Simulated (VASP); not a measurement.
# Ta (Im-3m) in VASP: a series of runs

The runs below take Ta through single point, with HSE06, r2SCAN50.

Program: VASP 6.6.1. These are calculated values, not measurements. Logs are shortened: lines on timing, memory, paths and dates and some standing lists are left out, and cuts for length are marked.

## Step 1: The cell of the first run

The structure is cubic, space group Im-3m (No. 229). Conventional cell: a = 3.235 Å, b = 3.235 Å, c = 3.235 Å, α = 90.00°, β = 90.00°, γ = 90.00°. Ta (site symmetry m-3m) has 14 Ta at 2.80 to 3.24 Å within 3.7 Å.

## Step 2: Single point, HSE06

POSCAR reads:

```
Ta
1.0
   -1.6175709496      1.6175709496      1.6175709496
    1.6175709496     -1.6175709496      1.6175709496
    1.6175709496      1.6175709496     -1.6175709496
Ta
1
Direct
    0.0000000000      0.0000000000      0.0000000000
```

INCAR.step1 reads:

```
PREC     = Accurate       # precision mode
ENCUT    = 400            # plane-wave cutoff, eV
EDIFF    = 1E-5           # SCF threshold, eV
ISMEAR   = -1             # smearing method
SIGMA    = 0.05           # smearing width, eV
LREAL    = False          # projectors in reciprocal space
LASPH    = True           # aspherical terms in the spheres
NELM     = 120            # most SCF steps
ALGO     = Normal         # electronic algorithm
ISIF     = 2              # what is computed and relaxed
LWAVE    = True           # write WAVECAR
LCHARG   = False          # write CHGCAR
NBANDS   = 12             # bands
GGA      = PE             # functional
GGA_COMPAT= False
```

INCAR.step2 reads:

```
PREC     = Accurate       # precision mode
ENCUT    = 400            # plane-wave cutoff, eV
EDIFF    = 1E-6           # SCF threshold, eV
ISMEAR   = -1             # smearing method
SIGMA    = 0.05           # smearing width, eV
LREAL    = False          # projectors in reciprocal space
LASPH    = True           # aspherical terms in the spheres
NELM     = 120            # most SCF steps
ALGO     = Normal         # electronic algorithm
ISIF     = 2              # what is computed and relaxed
LWAVE    = False          # write WAVECAR
LCHARG   = False          # write CHGCAR
GGA      = PE             # functional
LHFCALC  = True           # exact exchange
HFSCREEN = 0.2079         # screening, 1/A
PRECFOCK = Normal       
NBANDS   = 12             # bands
ISTART   = 1            
GGA_COMPAT= False
```

KPOINTS reads:

```
Automatic mesh
0
Gamma
  6 6 6
```

Potentials or basis: VASP PAW PBE potentials, release 64 (Ta_sv_GW).

Command:

```sh
$ cat potpaw_PBE.64/Ta_sv_GW/POTCAR > POTCAR
$ cp INCAR.step1 INCAR
$ mpirun -np 1 vasp_std > vasp.out
$ cp INCAR.step2 INCAR
$ mpirun -np 1 vasp_std > vasp.out
```

OUTCAR:

```text
PREC = Accurate
   ENCUT = 400
   EDIFF = 1E-6
   ISMEAR = -1
   LREAL = False
   LASPH = True
   NELM = 120
   ISIF = 2
   GGA = PE
   LHFCALC = True
   HFSCREEN = 0.2079
   PRECFOCK = Normal
   ISTART = 1

 ion  position               nearest neighbor table
   1  0.000  0.000  0.000-

  LATTYP: Found a body centered cubic cell.
 ALAT       =     3.2351418992

  Lattice vectors:

 A1 = (  -1.6175709496,   1.6175709496,   1.6175709496)
 A2 = (   1.6175709496,  -1.6175709496,   1.6175709496)
 A3 = (   1.6175709496,   1.6175709496,  -1.6175709496)

Analysis of symmetry for initial positions (statically):
=====================================================================
 Subroutine PRICEL returns:
 Original cell was already a primitive cell.

 Routine SETGRP: Setting up the symmetry group for a
 body centered cubic supercell.

 Subroutine GETGRP returns: Found 48 space group operations
 (whereof 48 operations were pure point group operations)
 out of a pool of 48 trial point group operations.

The static configuration has the point symmetry O_h .

Analysis of symmetry for dynamics (positions and initial velocities):
=====================================================================
 Subroutine PRICEL returns:
 Original cell was already a primitive cell.

 Routine SETGRP: Setting up the symmetry group for a
 body centered cubic supercell.

 Subroutine GETGRP returns: Found 48 space group operations
 (whereof 48 operations were pure point group operations)
 out of a pool of 48 trial point group operations.

The dynamic configuration has the point symmetry O_h .

 Subroutine INISYM returns: Found 48 space group operations
 (whereof 48 operations are pure point group operations),
 and found     1 'primitive' translations

----------------------------------------------------------------------------------------

                                     Primitive cell

  volume of cell :      16.9297

  direct lattice vectors                    reciprocal lattice vectors
    -1.617570950  1.617570950  1.617570950     0.000000000  0.309105452  0.309105452
     1.617570950 -1.617570950  1.617570950     0.309105452  0.000000000  0.309105452
     1.617570950  1.617570950 -1.617570950     0.309105452  0.309105452  0.000000000

  length of vectors
     2.801715070  2.801715070  2.801715070     0.437141123  0.437141123  0.437141123

  position of ions in fractional coordinates (direct lattice)
     0.000000000  0.000000000  0.000000000

  ion indices of the primitive-cell ions
   primitive index   ion index
                 1           1

----------------------------------------------------------------------------------------

 KPOINTS: Automatic mesh

Automatic generation of k-mesh.
 Grid dimensions read from file:
 generate k-points for:    6    6    6

 Generating k-lattice:

  Cartesian coordinates                     Fractional coordinates (reciprocal lattice)
     0.000000000  0.051517575  0.051517575     0.166666667  0.000000000  0.000000000
     0.051517575  0.000000000  0.051517575     0.000000000  0.166666667  0.000000000
     0.051517575  0.051517575  0.000000000     0.000000000  0.000000000  0.166666667

  Length of vectors
     0.072856854  0.072856854  0.072856854

  Shift w.r.t. Gamma in fractional coordinates (k-lattice)
     0.000000000  0.000000000  0.000000000

 Subroutine IBZKPT returns following result:
 ===========================================

 Found     16 irreducible k-points:

 Following reciprocal coordinates:
            Coordinates               Weight
  0.000000  0.000000  0.000000      1.000000
  0.166667  0.000000  0.000000     12.000000
  0.333333  0.000000  0.000000     12.000000
  0.500000  0.000000  0.000000      6.000000
  0.166667  0.166667  0.000000     24.000000
  0.333333  0.166667  0.000000     48.000000
[... 8 lines left out ...]
  0.500000  0.500000  0.333333     12.000000
  0.500000  0.500000  0.500000      1.000000
   k-points           NKPTS =     16   k-points in BZ     NKDIM =    216   number of bands    NBANDS=     12
   number of dos      NEDOS =    301   number of ions     NIONS =      1
   total plane-waves  NPLWV =   5832
   dimension x,y,z NGX =    18 NGY =   18 NGZ =   18
   dimension x,y,z NGXF=    36 NGYF=   36 NGZF=   36
   ions per type =               1
   NGX,Y,Z   is equivalent  to a cutoff of  10.68, 10.68, 10.68 a.u.
   NGXF,Y,Z  is equivalent  to a cutoff of  21.36, 21.36, 21.36 a.u.
 SYSTEM =  unknown system
   PREC   = accura    normal or accurate (medium, high low for compatibility)
   ISTART =      1    job   : 0-new  1-cont  2-samecut
   ICHARG =      0    charge: 1-file 2-atom 10-const
   ISPIN  =      1    spin polarized calculation?
   LNONCOLLINEAR =      F non collinear calculations
   LSORBIT =      F    spin-orbit coupling
   LASPH  =      T    aspherical Exc in radial PAW
   ENCUT  =  400.0 eV  29.40 Ry    5.42 a.u.   4.57  4.57  4.57*2*pi/ulx,y,z
   NELM   =    120;   NELMIN=  2; NELMDL=  0     # of ELM steps
   EDIFF  = 0.1E-05   stopping-criterion for ELM
   LREAL  =      F    real-space projection
   EDIFFG = 0.1E-04   stopping-criterion for IOM
   NSW    =      0    number of steps for IOM
   IBRION =     -1    ionic relax: 0-MD 1-quasi-New 2-CG
   NFREE  =      0    steps in history (QN), initial steepest desc. (CG)
   ISIF   =      2    stress and relaxation
   ISYM   =      3    0-nonsym 1-usesym 2-fastsym
   POTIM  = 0.5000    time-step for ionic-motion
   TEBEG  =    0.0;   TEEND  =   0.0 temperature during run
   PSTRESS=    0.0 pullay stress
   NELECT =      13.0000    total number of electrons
   NUPDOWN=      -1.0000    fix difference up-down
   EMIN   =  10.00;   EMAX   =-10.00  energy-range for DOS
   EFERMI =   0.00;   METHOD = LEGACY
   ISMEAR =    -1;   SIGMA  =   0.05  broadening in eV -4-tet -1-fermi 0-gaus
   EFERMI_NEDOS =   21; number of points for ismear=-14 and -15
   IALGO  =     38    algorithm
   IMIX   =      1    mixing-type and parameters
     AMIX     =   0.40;   BMIX     =  1.00
     AMIX_MAG =   1.60;   BMIX_MAG =  1.00
  volume/ion in A,a.u.               =      16.93       114.25
  Fermi-wavevector in a.u.,A,eV,Ry     =   1.499130  2.832945 30.577605  2.247391
  Thomas-Fermi vector in A             =   2.610800
   LORBIT       =      0    0 simple, 1 ext, 2 COOP (PROOUT), +10 PAW based schemes
   GGA     = PE    functional components
   LHFCALC =     T    Hartree Fock is set to
   PRECFOCK=normal    Normal, Fast or Accurate (Low or Medium for compatibility)
   ENCUT4O =  -1.0   cutoff for four orbital integrals eV
   NKREDX  =     1    reduce k-point grid by
   NKREDY  =     1    reduce k-point grid by
   NKREDZ  =     1    reduce k-point grid by
   AEXX    =    0.2500 exact exchange contribution
   HFSCREEN=    0.2079 screening length (either q_TF or 0.3 A-1)
   HFSCREENC=   0.2079 screening length for correlation (either q_TF or 0.3 A-1)
   ENCUTFOCK=  -1.0 apply spherical cutoff to Coloumb kernel
   IVDW    =     0    specifies the selected vdW correction
   LEPSILON=     F    determine dielectric tensor
   LRPA    =     F    only Hartree local field effects (RPA)
 non-spin polarized calculation
  energy-cutoff  :      400.00
  volume of cell :       16.93
 maximum number of plane-waves:       321
  NGX = 14; NGY = 14; NGZ = 14

 number of electron      12.9999992 magnetization

 Free energy of the ion-electron system (eV)
  ---------------------------------------------------
  ext. energy  EPLUGINS =         0.00000000
  ---------------------------------------------------
  free energy    TOTEN  =       -15.61005395 eV

  energy without entropy =      -15.59307107  energy(sigma->0) =      -15.60156251

 E-fermi :  11.0200     XC(G=0): -10.8934

 val. band max:       10.9582758052   @ k =   0.3333   0.1667   0.0000
 cond. band min:      11.0982887846   @ k =   0.3333   0.0000   0.0000
 fundamental gap:      0.1400129794
 Fermi energy:        11.0200245428

 k-point     1 :       0.0000    0.0000    0.0000
  band No.  band energies     occupation
      1     -59.8525      2.00000
      2     -24.1036      2.00000
      3     -24.1036      2.00000
      4     -24.1036      2.00000
      5       1.8459      2.00000
      6      12.2995      0.00000
      7      12.2995      0.00000
      8      12.2995      0.00000
      9      16.1666      0.00000
     10      16.1666      0.00000
     11      26.8867      0.00000
     12      26.8867      0.00000

 k-point     2 :       0.1667    0.0000    0.0000
  band No.  band energies     occupation
      1     -59.8079      2.00000
      2     -24.5372      2.00000
      3     -24.2309      2.00000
      4     -24.1065      2.00000
      5       3.2278      2.00000
      6      11.3326      0.00385
      7      11.7010      0.00000
      8      13.6671      0.00000
      9      15.3160      0.00000
     10      16.1595      0.00000
     11      27.8144      0.00000
     12      29.1559      0.00000

 k-point     3 :       0.3333    0.0000    0.0000
  band No.  band energies     occupation
      1     -59.7177      2.00000
      2     -25.3383      2.00000
      3     -24.4761      2.00000
      4     -24.1107      2.00000
      5       5.5302      2.00000
      6       9.7836      2.00000
      7      11.0983      0.34578
      8      15.8815      0.00000
      9      16.6057      0.00000
     10      17.3233      0.00000
     11      25.9042      0.00000
     12      27.6509      0.00000
[... 166 lines left out ...]
 k-point    15 :       0.5000    0.5000    0.3333
  band No.  band energies     occupation
      1     -59.5787      2.00000
      2     -25.3163      2.00000
      3     -25.0404      2.00000
      4     -24.9322      2.00000
      5       7.0893      2.00000
      6       7.4068      2.00000
      7      14.7317      0.00000
      8      14.7952      0.00000
      9      19.5916      0.00000
     10      20.9718      0.00000
     11      23.2862      0.00000
     12      25.1546      0.00000

 k-point    16 :       0.5000    0.5000    0.5000
  band No.  band energies     occupation
      1     -59.5456      2.00000
      2     -25.1791      2.00000
      3     -25.1791      2.00000
      4     -25.1791      2.00000
      5       6.3199      2.00000
      6       6.3199      2.00000
      7      19.3245      0.00000
      8      19.3245      0.00000
      9      19.3245      0.00000
     10      21.0687      0.00000
     11      21.0687      0.00000
     12      21.0687      0.00000

------------------------ aborting loop because EDIFF is reached ----------------------------------------

  FORCE on cell =-STRESS in cart. coord.  units (eV):
  Direction    XX          YY          ZZ          XY          YZ          ZX
  --------------------------------------------------------------------------------------
  -------------------------------------------------------------------------------------
  Total        1.5182438      1.5182438      1.5182438     -0.0000000      0.0000000     -0.0000000
  in kB      143.6819104    143.6819104    143.6819104     -0.0000000      0.0000000     -0.0000000
  external PRESSURE =     143.6819104 kB  Pullay stress =       0.0000000 kB

 VOLUME and BASIS-vectors are now :
 -----------------------------------------------------------------------------
  energy-cutoff  :      400.00
  volume of cell :       16.93
      direct lattice vectors                 reciprocal lattice vectors
    -1.617570950  1.617570950  1.617570950     0.000000000  0.309105452  0.309105452
     1.617570950 -1.617570950  1.617570950     0.309105452  0.000000000  0.309105452
     1.617570950  1.617570950 -1.617570950     0.309105452  0.309105452  0.000000000

 POSITION                                       TOTAL-FORCE (eV/Angst)
 -----------------------------------------------------------------------------------
      0.00000      0.00000      0.00000         0.000000      0.000000      0.000000
 -----------------------------------------------------------------------------------
    total drift:                               -0.000000     -0.000000     -0.000000

  FREE ENERGIE OF THE ION-ELECTRON SYSTEM (eV)
  ---------------------------------------------------
  free  energy   TOTEN  =       -15.6100539534 eV

  energy  without entropy=      -15.5930710728  energy(sigma->0) =      -15.60156251
```

Wall time 5.4 min (1 thread of AMD EPYC 9R45 (Zen 5), shared host); peak memory 0.19 GiB.

What came out:

| Property | Result |
| --- | --- |
| Free energy | -15.6101 eV |
| Pressure | 14.4 GPa |
| Band gap on the k mesh | zero (an odd number of electrons rules out a gap without spin polarisation) |

Caveat: the k points lie up to 0.46 Å⁻¹ apart, too coarse for converged energies and pressures of a metal; the PAW data sets were made with another functional, which shifts forces and pressure a little; spin-orbit coupling is left out, which moves the levels of the heavy elements.

## Step 3: Single point, HSE06

This run uses another cell than the first one, of 19.09 Å³/atom.

POSCAR reads:

```
Ta
1.0
   -1.6836662614      1.6836662614      1.6836662614
    1.6836662614     -1.6836662614      1.6836662614
    1.6836662614      1.6836662614     -1.6836662614
Ta
1
Direct
    0.0000000000      0.0000000000      0.0000000000
```

INCAR.step1 reads:

```
SYSTEM = Ta
PREC = Accurate
ENCUT = 400
EDIFF = 1E-5
ISMEAR = -1
SIGMA = 0.05
LREAL = .False.
LASPH = .True.
NELM = 120
ALGO = Normal
ISIF = 2
LWAVE = .True.
LCHARG = .False.
GGA = PE
NBANDS = 12
GGA_COMPAT = .False.
```

INCAR.step2 reads:

```
SYSTEM = Ta
PREC = Accurate
ENCUT = 400
EDIFF = 1E-6
ISMEAR = -1
SIGMA = 0.05
LREAL = .False.
LASPH = .True.
NELM = 120
ALGO = Normal
ISIF = 2
LWAVE = .False.
LCHARG = .False.
GGA = PE
LHFCALC = .True.
HFSCREEN = 0.2079
PRECFOCK = Normal
ISTART = 1
NBANDS = 12
GGA_COMPAT = .False.
```

KPOINTS reads:

```
Automatic mesh
0
Gamma
  6 6 6
  0 0 0
```

Potentials or basis: VASP PAW PBE potentials, release 64 (Ta_sv_GW).

Command:

```sh
$ cat potpaw_PBE.64/Ta_sv_GW/POTCAR > POTCAR
$ cp INCAR.step1 INCAR
$ mpirun -np 1 vasp_std > vasp.out
$ cp INCAR.step2 INCAR
$ mpirun -np 1 vasp_std > vasp.out
```

OUTCAR:

```text
SYSTEM = Ta
   PREC = Accurate
   ENCUT = 400
   EDIFF = 1E-6
   ISMEAR = -1
   LREAL = .False.
   LASPH = .True.
   NELM = 120
   ISIF = 2
   GGA = PE
   LHFCALC = .True.
   HFSCREEN = 0.2079
   PRECFOCK = Normal
   ISTART = 1

 ion  position               nearest neighbor table
   1  0.000  0.000  0.000-

  LATTYP: Found a body centered cubic cell.
 ALAT       =     3.3673325228

  Lattice vectors:

 A1 = (  -1.6836662614,   1.6836662614,   1.6836662614)
 A2 = (   1.6836662614,  -1.6836662614,   1.6836662614)
 A3 = (   1.6836662614,   1.6836662614,  -1.6836662614)

Analysis of symmetry for initial positions (statically):
=====================================================================
 Subroutine PRICEL returns:
 Original cell was already a primitive cell.

 Routine SETGRP: Setting up the symmetry group for a
 body centered cubic supercell.

 Subroutine GETGRP returns: Found 48 space group operations
 (whereof 48 operations were pure point group operations)
 out of a pool of 48 trial point group operations.

[... 165 lines left out ...]
 k-point     1 :       0.0000    0.0000    0.0000
  band No.  band energies     occupation
      1     -61.8006      2.00000
      2     -26.2156      2.00000
      3     -26.2156      2.00000
      4     -26.2156      2.00000
      5       0.7414      2.00000
      6      10.7087      0.00000
      7      10.7087      0.00000
      8      10.7087      0.00000
      9      14.1289      0.00000
     10      14.1289      0.00000
     11      24.8131      0.00000
     12      24.8132      0.00000
[... 211 lines left out ...]
 k-point    16 :       0.5000    0.5000    0.5000
  band No.  band energies     occupation
      1     -61.6174      2.00000
      2     -26.9555      2.00000
      3     -26.9555      2.00000
      4     -26.9555      2.00000
      5       5.5583      2.00000
      6       5.5583      2.00000
      7      16.7238      0.00000
      8      16.7238      0.00000
      9      16.7238      0.00000
     10      18.3577      0.00000
     11      18.3577      0.00000
     12      18.3577      0.00000

------------------------ aborting loop because EDIFF is reached ----------------------------------------

  FORCE on cell =-STRESS in cart. coord.  units (eV):
  Direction    XX          YY          ZZ          XY          YZ          ZX
  --------------------------------------------------------------------------------------
  -------------------------------------------------------------------------------------
  Total       -1.2991286     -1.2991286     -1.2991286      0.0000000     -0.0000000     -0.0000000
  in kB     -109.0271646   -109.0271646   -109.0271646      0.0000000     -0.0000000     -0.0000000
  external PRESSURE =    -109.0271646 kB  Pullay stress =       0.0000000 kB

 VOLUME and BASIS-vectors are now :
 -----------------------------------------------------------------------------
  energy-cutoff  :      400.00
  volume of cell :       19.09
      direct lattice vectors                 reciprocal lattice vectors
    -1.683666261  1.683666261  1.683666261     0.000000000  0.296970968  0.296970968
     1.683666261 -1.683666261  1.683666261     0.296970968  0.000000000  0.296970968
     1.683666261  1.683666261 -1.683666261     0.296970968  0.296970968  0.000000000

 POSITION                                       TOTAL-FORCE (eV/Angst)
 -----------------------------------------------------------------------------------
      0.00000      0.00000      0.00000         0.000000      0.000000      0.000000
 -----------------------------------------------------------------------------------
    total drift:                                0.000008      0.000020      0.000024

  FREE ENERGIE OF THE ION-ELECTRON SYSTEM (eV)
  ---------------------------------------------------
  free  energy   TOTEN  =       -15.6552964055 eV

  energy  without entropy=      -15.6405440283  energy(sigma->0) =      -15.64792022
```

Run time: 9.5 min. Hardware: 1 thread of Intel Xeon Platinum 8259CL at 2.50GHz (Skylake/Cascade Lake), shared host; peak memory 0.24 GiB.

What came out:

| Property | Result |
| --- | --- |
| Free energy | -15.6553 eV |
| Pressure | -10.9 GPa |
| Band gap on the k mesh | zero (an odd number of electrons rules out a gap without spin polarisation) |

Caveat: the k points lie up to 0.44 Å⁻¹ apart, too coarse for converged energies and pressures of a metal; the PAW data sets were made with another functional, which shifts forces and pressure a little; spin-orbit coupling is left out, which moves the levels of the heavy elements.

(Part 1 of 2 ends here.)

The gap in the log of VASP goes by the Fermi energy; the results here count the filled bands.